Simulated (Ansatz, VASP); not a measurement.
**W: VASP beside Ansatz**

Contents of POSCAR:

```
W
1.0
   -1.5848038465      1.5848038465      1.5848038465
    1.5848038465     -1.5848038465      1.5848038465
    1.5848038465      1.5848038465     -1.5848038465
W
1
Direct
    0.0000000000      0.0000000000      0.0000000000
```

The input INCAR.step1:

```
SYSTEM = W
PREC = Accurate ; ENCUT = 520
ISMEAR = 1 ; SIGMA = 0.3
LREAL = .FALSE. ; LASPH = .TRUE.
NELM = 80 ; NBANDS = 13
GGA = PE ; ALGO = Normal
EDIFF = 1E-4 ; LWAVE = .TRUE.
LCHARG = .FALSE.
```

Contents of INCAR.step2:

```
SYSTEM = W
PREC = Accurate ; ENCUT = 520
EDIFF = 1E-6 ; ISMEAR = 1
SIGMA = 0.3 ; LREAL = .FALSE.
LASPH = .TRUE. ; NELM = 80
ALGO = Normal ; ISIF = 2
LWAVE = .FALSE. ; LCHARG = .TRUE.
METAGGA = R2SCAN ; LMIXTAU = .TRUE.
LELF = .TRUE. ; LVHAR = .TRUE.
NBANDS = 13 ; ISTART = 1
```

The input KPOINTS:

```
Automatic mesh
0
G
  14 14 14
  0 0 0
```

Input for Ansatz:

```yaml
crystal:
  lattice:
    - [-1.5848038465, 1.5848038465, 1.5848038465]
    - [1.5848038465, -1.5848038465, 1.5848038465]
    - [1.5848038465, 1.5848038465, -1.5848038465]
  atoms:
    - { symbol: W, position: [0.0, 0.0, 0.0] }
hamiltonian:
  xc: r2scan
  pseudopotentials:
    kind: paw
    azcp:
      W: "pseudopotentials/W.paw.azcp"
basis:
  ecutwfc: 500
  fft_grid_basis: typed
kpoints:
  mp_grid: { grid: [14, 14, 14], shift: [0, 0, 0] }
magnetization:
  spin_polarized: false
scf:
  occupations: { method: cold, width: 0.3 }
  lower_state_search: "off"
output:
  stress: true
```

Alike in both runs: task single point; functional r2SCAN; k mesh 14 × 14 × 14; no spin polarisation.

|  | VASP | Ansatz |
| --- | --- | --- |
| version | VASP 6.6.1 | Ansatz 0.2.0 |
| potentials or method | VASP PAW PBE potentials, release 64 (W_sv), cutoff 520 eV | plane waves (500 eV) with PAW, scalar-relativistic |
| occupations | methfessel-paxton of order 1, width 0.3 eV | cold, width 0.3 eV |
| valence electrons in the cell | 14 | 14 |

```tsv
	VASP	Ansatz	Ansatz less VASP
pressure (GPa)	1.2	-0.1	-1.35
```

VASP's potentials were made for PBE, not for r2SCAN.

Neither program's run includes spin-orbit coupling.
